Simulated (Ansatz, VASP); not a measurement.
**Two plane-wave programs on Fe**

```
CELL_PARAMETERS angstrom
0.00000 2.35578 2.35578
2.35578 0.00000 2.35578
2.35578 2.35578 0.00000
ATOMIC_POSITIONS crystal
Fe 0.12500 0.12500 0.12500
Fe 0.87500 0.87500 0.87500
```

Alike in both runs: task single point; functional RPBE; k mesh 12 × 12 × 12; occupations fermi-dirac, width 0.1 eV; no spin polarisation.

```csv
,VASP,Ansatz
version,VASP 6.6.1,Ansatz 0.2.0
potentials or method,"VASP PAW PBE potentials, release 64 (Fe), cutoff 520 eV","plane waves (420 eV) with PAW, scalar-relativistic"
valence electrons in the cell,16,32
```

```csv
,VASP,Ansatz,Ansatz less VASP
pressure (GPa),21.4,24.3,+2.87
```

VASP's potentials were made for PBE, not for RPBE. VASP's potentials hold 16 valence electrons a cell and Ansatz's 32, so a difference there can come from the potentials and not from the codes.
